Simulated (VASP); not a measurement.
A run of VASP 6.6.1:

INCAR

```
SYSTEM = Si
PREC = Accurate
ENCUT = 520
EDIFF = 1E-7
ISMEAR = 0
SIGMA = 0.02
LREAL = Auto
LASPH = .True.
NELM = 80
ALGO = Normal
ISIF = 2
LWAVE = .False.
LCHARG = .True.
GGA = PE
LELF = .True.
LVHAR = .True.
NBANDS = 83
NELECT = 122.0
```

Contents of KPOINTS:

```
Automatic mesh
0
Gamma
  2 2 2
  0.5 0.5 0.5
```

File POSCAR:

```
Si
1.0
    5.4700937555     -5.4700937555      5.4700937555
   -5.4700937555     -5.4700937555     -5.4700937555
    5.4700937555      5.4700937555     -5.4700937555
Si
31
Direct
    0.5000000223     -0.0111147089      0.7500000335
    0.7506368599     -0.0001784247      0.4998215976
    0.7501784583      0.7508152846      0.7500000335
   -0.0008152511     -0.0006368264      0.2491847601
   -0.0008152511      0.7491847824      0.4993631960
    0.0008152511      0.5001784471      0.7500000335
    0.2498215864     -0.0001784247      0.0006368264
    0.2493631848      0.7491847824      0.2491847601
    0.2498215864      0.5006368487      0.4998215976
    0.2388853022      0.2500000112      0.7500000335
    0.5000000223      0.7508152846      0.0001784247
    0.5000000223      0.5001784471      0.2508152623
    0.5000000223      0.2500000112      0.4888853134
    0.7611147425      0.5111147313      0.0111147089
    0.7501784583      0.2500000112      0.2508152623
    0.0008152511      0.2500000112      0.0001784247
    0.7530398352      0.2500000112      0.5038348744
    0.7530398352      0.0038348520      0.7500000335
    0.0000000000      0.2500000112      0.2500000112
    0.0007950504     -0.0030398931      0.4969601293
    0.0000000000      0.7500000335      0.7500000335
    0.2538348632      0.2500000112      0.0030398016
    0.2469602095     -0.0030398016      0.2507950615
    0.2469602095      0.7507950839      0.4969602207
    0.2538348632      0.5030398240      0.7500000335
    0.5000000223      0.0038349434      0.0030398931
    0.5000000223      0.7500000335      0.2500000112
    0.5000000223      0.5030398240      0.5038348744
    0.7461651815      0.7492049832     -0.0038348520
    0.7461650901      0.4961650789      0.2492049608
   -0.0007950504      0.4961650789     -0.0038349434
```

Potentials or basis: VASP PAW PBE potentials, release 64 (Si).

Run with:

```console
$ cat potpaw_PBE.64/Si/POTCAR > POTCAR
$ mpirun -np 1 vasp_std > vasp.out
```

Hardware: 1 thread of Intel(R) Xeon(R) Platinum 8488C (Sapphire Rapids), with other jobs on the host.

Question: Estimate the wall time of this run.

Answer: It took 3.1 min on 1 thread of Intel(R) Xeon(R) Platinum 8488C (Sapphire Rapids), on a shared host, peak memory 0.66 GiB. Counts: scf iterations 18, k points 2.
